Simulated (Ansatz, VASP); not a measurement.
# One calculation of SrTiO3, two programs

The input POSCAR:

```
SrTiO3
1.0
    3.9207120000     -0.0352010000     -3.8636730000
   -0.0320580000      3.9576720000      0.0031430000
    3.8601060000     -0.0289150000      3.8030660000
Sr Ti O
2 2 6
Direct
    0.9918260000      0.5043440000      0.5012450000
    0.4939810000      0.5028740000      0.0073870000
    0.0087230000      0.9994600000      0.9983820000
    0.4893440000      0.0121920000      0.4988920000
    0.2412480000      0.0008070000      0.2516000000
    0.7503660000      0.9891370000      0.7447050000
    0.0005670000      0.4876180000      0.9961030000
    0.5115040000      0.4913700000      0.5073030000
    0.2433890000      0.0140010000      0.7417760000
    0.7541170000      0.9946370000      0.2465290000
```

Contents of INCAR.step1:

```
SYSTEM = SrTiO3
  PREC = Accurate
  ENCUT = 520
  ISMEAR = -5
  SIGMA = 0.1
  LREAL = .FALSE.
  LASPH = .TRUE.
  NELM = 60
  NBANDS = 51
  GGA = PE
  ALGO = Normal
  EDIFF = 1E-4
  LWAVE = .TRUE.
  LCHARG = .FALSE.
```

INCAR.step2

```
SYSTEM = SrTiO3
  PREC = Accurate
  ENCUT = 520
  EDIFF = 1E-7
  ISMEAR = -5
  SIGMA = 0.1
  LREAL = .FALSE.
  LASPH = .TRUE.
  NELM = 60
  ALGO = Normal
  ISIF = 2
  LWAVE = .FALSE.
  LCHARG = .FALSE.
  METAGGA = R2SCAN
  LMIXTAU = .TRUE.
  NBANDS = 51
  ISTART = 1
```

File KPOINTS:

```
Automatic mesh
0
G
  3 5 4
  0 0 0
```

Input for Ansatz:

```yaml
crystal:
  lattice:
    - [3.920712, -0.035201, -3.863673]
    - [-0.032058, 3.957672, 0.003143]
    - [3.860106, -0.028915, 3.803066]
  atoms:
    - { symbol: Sr, position: [0.991826, 0.504344, 0.501245] }
    - { symbol: Sr, position: [0.493981, 0.502874, 0.007387] }
    - { symbol: Ti, position: [0.008723, 0.99946, 0.998382] }
    - { symbol: Ti, position: [0.489344, 0.012192, 0.498892] }
    - { symbol: O, position: [0.241248, 0.000807, 0.2516] }
    - { symbol: O, position: [0.750366, 0.989137, 0.744705] }
    - { symbol: O, position: [0.000567, 0.487618, 0.996103] }
    - { symbol: O, position: [0.511504, 0.49137, 0.507303] }
    - { symbol: O, position: [0.243389, 0.014001, 0.741776] }
    - { symbol: O, position: [0.754117, 0.994637, 0.246529] }
kpoints:
  mp_grid: { grid: [3, 5, 4], shift: [0.0, 0.0, 0.0] }
magnetization:
  spin_polarized: false
scf:
  occupations: { method: tetrahedron }
  lower_state_search: "off"
  max_iter: 200
hamiltonian:
  pseudopotentials: { kind: paw }
  xc: r2scan
basis:
  ecutwfc: 500
  fft_grid_basis: typed
output:
  forces: true
  stress: true
  eigenvalues: true
  populations: true
  elf: true
  write_potential: true
  volumetric_format: npy
  dos:
    e_range: [-12, 8]
    de: 0.05
    projected: { site_lists: { O: [O], Sr: [Sr], Ti: [Ti] } }
checkpoint:
  read: saved_state
```

Alike in both runs: task single point; functional r2SCAN; k mesh 3 × 5 × 4; occupations tetrahedron; no spin polarisation.

|  | VASP | Ansatz |
| --- | --- | --- |
| version | VASP 6.6.1 | Ansatz 0.2.0 |
| potentials or method | VASP PAW PBE potentials, release 64 (Sr_sv, Ti_sv, O), cutoff 520 eV | PAW plane waves |
| valence electrons in the cell | 80 | 80 |

|  | VASP | Ansatz | Ansatz less VASP |
| --- | --- | --- | --- |
| gap on the k mesh at the Fermi level (eV) | 2.15 | 2.13 | -0.011 |
| pressure (GPa) | 4.0 | 3.1 | -0.98 |
| traceless stress, the component that is largest in VASP (GPa) | 4.17 | 4.11 | -0.063 |
| rms of the force components (eV/Å) | 0.650 | 0.640 | -0.0107 |

VASP's potentials were made for PBE, not for r2SCAN. Atom by atom the forces differ by 0.026 eV/Å (rms over components). Ansatz's warnings: band table not solved further, product built on unsolved table, tetrahedron derivatives may miss energy slope.
